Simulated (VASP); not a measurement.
# Os (R-3m) in VASP: single point with PBEsol

Aim: the single point of Os with PBEsol.

Everything below comes from runs of VASP 6.6.1. Logs are shortened: lines on timing, memory, paths and dates and some standing lists are left out, and cuts for length are marked.

## Step 1: The cell of the first run

Symmetry: R-3m, No. 166, trigonal system. The conventional cell has a = 2.766 Å, b = 2.766 Å, c = 7.584 Å, α = 90.00°, β = 90.00°, γ = 120.00°. Within 3.6 Å of Os (site symmetry -3m) lie 12 Os at 2.77 to 2.99 Å.

## Step 2: Single point, PBEsol (strained)

INCAR

```
ALGO = Normal ; EDIFF = 1E-7
ENCUT = 520 ; GGA = PS
ISIF = 2 ; ISMEAR = 0
LASPH = True ; LCHARG = True
LELF = True ; LREAL = False
LVHAR = True ; LWAVE = False
NBANDS = 10 ; NELM = 60
PREC = Accurate ; SIGMA = 0.1
```

KPOINTS

```
k-points
0
Gamma
  15 15 15
```

POSCAR

```
Os
1.0
    0.1556000000      2.1116476000      2.1116476000
    2.1116476000      0.1556000000      2.1116476000
    2.1116476000      2.1116476000      0.1556000000
Os
1
Direct
    0.0000000000      0.0000000000      0.0000000000
```

Potentials or basis: VASP PAW PBE potentials, release 64 (Os).

Started as:

```sh
cat potpaw_PBE.64/Os/POTCAR > POTCAR
mpirun -np 1 vasp_std > vasp.out
```

OUTCAR:

```text
EDIFF = 1E-7
   ENCUT = 520
   GGA = PS
   ISIF = 2
   ISMEAR = 0
   LASPH = True
   LREAL = False
   NELM = 60
   PREC = Accurate

 ion  position               nearest neighbor table
   1  0.000  0.000  0.000-

  LATTYP: Found a trigonal (rhomboedric) cell.
 ALAT       =     2.9903716380
 COS(alpha) =     0.5721332798

  Lattice vectors:

 A1 = (   0.1556000000,   2.1116476000,   2.1116476000)
 A2 = (   2.1116476000,   0.1556000000,   2.1116476000)
 A3 = (   2.1116476000,   2.1116476000,   0.1556000000)

Analysis of symmetry for initial positions (statically):
=====================================================================
 Subroutine PRICEL returns:
 Original cell was already a primitive cell.

 Routine SETGRP: Setting up the symmetry group for a
 trigonal (rhombohedral) supercell.

 Subroutine GETGRP returns: Found 12 space group operations
 (whereof 12 operations were pure point group operations)
 out of a pool of 12 trial point group operations.

The static configuration has the point symmetry D_3d.

Analysis of symmetry for dynamics (positions and initial velocities):
=====================================================================
 Subroutine PRICEL returns:
 Original cell was already a primitive cell.

 Routine SETGRP: Setting up the symmetry group for a
 trigonal (rhombohedral) supercell.

 Subroutine GETGRP returns: Found 12 space group operations
 (whereof 12 operations were pure point group operations)
 out of a pool of 12 trial point group operations.

The dynamic configuration has the point symmetry D_3d.

 Subroutine INISYM returns: Found 12 space group operations
 (whereof 12 operations are pure point group operations),
 and found     1 'primitive' translations

----------------------------------------------------------------------------------------

                                     Primitive cell

  volume of cell :      16.7542

  direct lattice vectors                    reciprocal lattice vectors
     0.155600000  2.111647600  2.111647600    -0.264700633  0.246534369  0.246534369
     2.111647600  0.155600000  2.111647600     0.246534369 -0.264700633  0.246534369
     2.111647600  2.111647600  0.155600000     0.246534369  0.246534369 -0.264700633

  length of vectors
     2.990371638  2.990371638  2.990371638     0.437749718  0.437749718  0.437749718

  position of ions in fractional coordinates (direct lattice)
     0.000000000  0.000000000  0.000000000

  ion indices of the primitive-cell ions
   primitive index   ion index
                 1           1

----------------------------------------------------------------------------------------

 KPOINTS: k-points

Automatic generation of k-mesh.
 Grid dimensions read from file:
 generate k-points for:   15   15   15

 Generating k-lattice:

  Cartesian coordinates                     Fractional coordinates (reciprocal lattice)
    -0.017646709  0.016435625  0.016435625     0.066666667 -0.000000000 -0.000000000
     0.016435625 -0.017646709  0.016435625    -0.000000000  0.066666667 -0.000000000
     0.016435625  0.016435625 -0.017646709    -0.000000000 -0.000000000  0.066666667

  Length of vectors
     0.029183315  0.029183315  0.029183315

  Shift w.r.t. Gamma in fractional coordinates (k-lattice)
     0.000000000  0.000000000  0.000000000

 Subroutine IBZKPT returns following result:
 ===========================================

 Found    344 irreducible k-points:

 Following reciprocal coordinates:
            Coordinates               Weight
  0.000000  0.000000  0.000000      1.000000
  0.066667 -0.000000 -0.000000      6.000000
  0.133333  0.000000  0.000000      6.000000
  0.200000 -0.000000 -0.000000      6.000000
  0.266667  0.000000  0.000000      6.000000
  0.333333 -0.000000 -0.000000      6.000000
[... 16 lines left out ...]
  0.133333  0.133333  0.000000      6.000000
  0.200000  0.133333  0.000000     12.000000
 [... further k-points ...]
   k-points           NKPTS =    344   k-points in BZ     NKDIM =    344   number of bands    NBANDS=     10
   number of dos      NEDOS =    301   number of ions     NIONS =      1
   total plane-waves  NPLWV =  13824
   dimension x,y,z NGX =    24 NGY =   24 NGZ =   24
   dimension x,y,z NGXF=    48 NGYF=   48 NGZF=   48
   ions per type =               1
   NGX,Y,Z   is equivalent  to a cutoff of  13.34, 13.34, 13.34 a.u.
   NGXF,Y,Z  is equivalent  to a cutoff of  26.68, 26.68, 26.68 a.u.
 SYSTEM =  unknown system
   PREC   = accura    normal or accurate (medium, high low for compatibility)
   ISTART =      0    job   : 0-new  1-cont  2-samecut
   ICHARG =      2    charge: 1-file 2-atom 10-const
   ISPIN  =      1    spin polarized calculation?
   LNONCOLLINEAR =      F non collinear calculations
   LSORBIT =      F    spin-orbit coupling
   LASPH  =      T    aspherical Exc in radial PAW
   ENCUT  =  520.0 eV  38.22 Ry    6.18 a.u.   5.56  5.56  5.56*2*pi/ulx,y,z
   NELM   =     60;   NELMIN=  2; NELMDL= -5     # of ELM steps
   EDIFF  = 0.1E-06   stopping-criterion for ELM
   LREAL  =      F    real-space projection
   EDIFFG = 0.1E-05   stopping-criterion for IOM
   NSW    =      0    number of steps for IOM
   IBRION =     -1    ionic relax: 0-MD 1-quasi-New 2-CG
   NFREE  =      0    steps in history (QN), initial steepest desc. (CG)
   ISIF   =      2    stress and relaxation
   ISYM   =      2    0-nonsym 1-usesym 2-fastsym
   POTIM  = 0.5000    time-step for ionic-motion
   TEBEG  =    0.0;   TEEND  =   0.0 temperature during run
   PSTRESS=    0.0 pullay stress
   NELECT =       8.0000    total number of electrons
   NUPDOWN=      -1.0000    fix difference up-down
   EMIN   =  10.00;   EMAX   =-10.00  energy-range for DOS
   EFERMI =   0.00;   METHOD = LEGACY
   ISMEAR =     0;   SIGMA  =   0.10  broadening in eV -4-tet -1-fermi 0-gaus
   EFERMI_NEDOS =   21; number of points for ismear=-14 and -15
   IALGO  =     38    algorithm
   IMIX   =      4    mixing-type and parameters
     AMIX     =   0.40;   BMIX     =  1.00
     AMIX_MAG =   1.60;   BMIX_MAG =  1.00
  volume/ion in A,a.u.               =      16.75       113.06
  Fermi-wavevector in a.u.,A,eV,Ry     =   1.279569  2.418035 22.276774  1.637297
  Thomas-Fermi vector in A             =   2.412047
   LORBIT       =      0    0 simple, 1 ext, 2 COOP (PROOUT), +10 PAW based schemes
   GGA     = PS    functional components
   LHFCALC =     F    Hartree Fock is set to
   AEXX    =    0.0000 exact exchange contribution
   IVDW    =     0    specifies the selected vdW correction
   LEPSILON=     F    determine dielectric tensor
   LRPA    =     F    only Hartree local field effects (RPA)
 non-spin polarized calculation
 Gauss-broadening in eV      SIGMA  =   0.10
  energy-cutoff  :      520.00
  volume of cell :       16.75
 maximum number of plane-waves:       462
   NGX = 11   NGY = 11   NGZ = 11

 number of electron       8.0000000 magnetization

 Free energy of the ion-electron system (eV)
  ---------------------------------------------------
  ext. energy  EPLUGINS =         0.00000000
  ---------------------------------------------------
  free energy    TOTEN  =       -11.43407374 eV

  energy without entropy =      -11.42872242  energy(sigma->0) =      -11.43139808

 E-fermi :   6.7482     XC(G=0): -13.1259

 val. band max:        6.7467032429   @ k =  -0.2000  -0.2667   0.0667
 cond. band min:       6.7545190330   @ k =  -0.2667  -0.2667   0.0667
 fundamental gap:      0.0078157901
 Fermi energy:         6.7481771781

 k-point     1 :       0.0000    0.0000    0.0000
  band No.  band energies     occupation
      1      -2.6214      2.00000
      2       3.3884      2.00000
      3       4.7077      2.00000
      4       4.7077      2.00000
      5       6.9012      0.03048
      6       6.9012      0.03048
      7      20.5322      0.00000
      8      24.0360      0.00000
      9      26.9870      0.00000
     10      26.9870      0.00000

 k-point     2 :       0.0667   -0.0000   -0.0000
  band No.  band energies     occupation
      1      -2.4366      2.00000
      2       3.4708      2.00000
      3       4.5896      2.00000
      4       4.8331      2.00000
      5       6.7986      0.47584
      6       6.8338      0.22611
      7      20.8594      0.00000
      8      24.2318      0.00000
      9      25.9512      0.00000
     10      27.2388      0.00000

 k-point     3 :       0.1333    0.0000    0.0000
  band No.  band energies     occupation
      1      -1.9061      2.00000
      2       3.6854      2.00000
      3       4.2958      2.00000
      4       5.1767      2.00000
      5       6.5642      1.99073
      6       6.6752      1.69793
      7      21.6441      0.00000
      8      23.6532      0.00000
      9      25.6989      0.00000
     10      27.9502      0.00000

 k-point     4 :       0.2000   -0.0000   -0.0000
  band No.  band energies     occupation
      1      -1.1176      2.00000
      2       3.9218      2.00000
      3       3.9861      2.00000
      4       5.5578      2.00000
      5       6.3980      2.00000
      6       6.6280      1.91084
      7      21.3898      0.00000
      8      23.2275      0.00000
      9      26.7347      0.00000
     10      28.9683      0.00000

 k-point     5 :       0.2667    0.0000    0.0000
  band No.  band energies     occupation
      1      -0.2728      2.00000
      2       3.8460      2.00000
      3       4.0779      2.00000
      4       5.5731      2.00000
      5       6.5371      1.99717
      6       7.0987      0.00000
      7      19.7498      0.00000
      8      23.0932      0.00000
      9      27.1928      0.00000
     10      29.6977      0.00000

 k-point     6 :       0.3333   -0.0000   -0.0000
  band No.  band energies     occupation
      1       0.3090      2.00000
      2       3.7362      2.00000
      3       4.5862      2.00000
      4       5.3639      2.00000
      5       6.9938      0.00051
      6       7.9000      0.00000
      7      17.8661      0.00000
      8      21.8783      0.00000
      9      26.1723      0.00000
     10      28.6083      0.00000
[... 183 lines left out ...]
 k-point    21 :      -0.1333    0.0667   -0.0000
  band No.  band energies     occupation
      1      -1.4891      2.00000
      2       3.9233      2.00000
      3       4.0299      2.00000
      4       5.4532      2.00000
      5       6.1442      2.00000
      6       6.7974      0.48668
      7      22.3242      0.00000
      8      23.2542      0.00000
      9      25.6703      0.00000
     10      28.2605      0.00000

 k-point    22 :      -0.0667    0.0667    0.0000
  band No.  band energies     occupation
      1      -2.1222      2.00000
      2       3.6422      2.00000
      3       4.3675      2.00000
      4       5.0711      2.00000
      5       6.5000      1.99955
      6       6.8244      0.28097
      7      21.4568      0.00000
      8      24.7067      0.00000
      9      24.8392      0.00000
     10      27.4518      0.00000

 k-point    23 :       0.1333    0.1333    0.0000
  band No.  band energies     occupation
      1      -1.7225      2.00000
      2       3.4329      2.00000
      3       4.5567      2.00000
      4       5.2348      2.00000
      5       6.1258      2.00000
      6       7.0987      0.00000
      7      21.7872      0.00000
      8      24.1398      0.00000
      9      25.3182      0.00000
     10      27.0184      0.00000

 k-point    24 :       0.2000    0.1333    0.0000
  band No.  band energies     occupation
      1      -1.1434      2.00000
      2       3.3240      2.00000
      3       4.5612      2.00000
      4       5.5666      2.00000
      5       5.9037      2.00000
      6       7.1545      0.00000
      7      22.2764      0.00000
      8      23.7111      0.00000
      9      25.1001      0.00000
     10      27.2148      0.00000

 [... further k-points ...]

------------------------ aborting loop because EDIFF is reached ----------------------------------------

  FORCE on cell =-STRESS in cart. coord.  units (eV):
  Direction    XX          YY          ZZ          XY          YZ          ZX
  --------------------------------------------------------------------------------------
  -------------------------------------------------------------------------------------
  Total       -4.7821221     -4.7821221     -4.7821221     -1.2396250     -1.2396250     -1.2396250
  in kB     -457.3070078   -457.3070078   -457.3070078   -118.5434391   -118.5434391   -118.5434391
  external PRESSURE =    -457.3070078 kB  Pullay stress =       0.0000000 kB

 VOLUME and BASIS-vectors are now :
 -----------------------------------------------------------------------------
  energy-cutoff  :      520.00
  volume of cell :       16.75
      direct lattice vectors                 reciprocal lattice vectors
     0.155600000  2.111647600  2.111647600    -0.264700633  0.246534369  0.246534369
     2.111647600  0.155600000  2.111647600     0.246534369 -0.264700633  0.246534369
     2.111647600  2.111647600  0.155600000     0.246534369  0.246534369 -0.264700633

 POSITION                                       TOTAL-FORCE (eV/Angst)
 -----------------------------------------------------------------------------------
      0.00000      0.00000      0.00000         0.000000      0.000000      0.000000
 -----------------------------------------------------------------------------------
    total drift:                               -0.000000     -0.000000     -0.000000

  FREE ENERGIE OF THE ION-ELECTRON SYSTEM (eV)
  ---------------------------------------------------
  free  energy   TOTEN  =       -11.4340737431 eV

  energy  without entropy=      -11.4287224193  energy(sigma->0) =      -11.43139808
```

Wall time 50 s (1 thread of AMD EPYC 7R13 (Zen 3), shared host); peak memory 0.16 GiB.

Results:

* Free energy: -11.4341 eV
* Pressure: -45.7 GPa
* Band gap on the k mesh: zero (bands 4 and 5 overlap by 2.83 eV)

Stress tensor (GPa, compression positive):
```
-45.73 -11.85 -11.85
-11.85 -45.73 -11.85
-11.85 -11.85 -45.73
```

Caveat: the cell differs from its parent crystal (strained); the cell stands under tension; the PAW data sets were made with another functional, which shifts forces and pressure a little; spin-orbit coupling is left out, which moves the levels of the heavy elements.
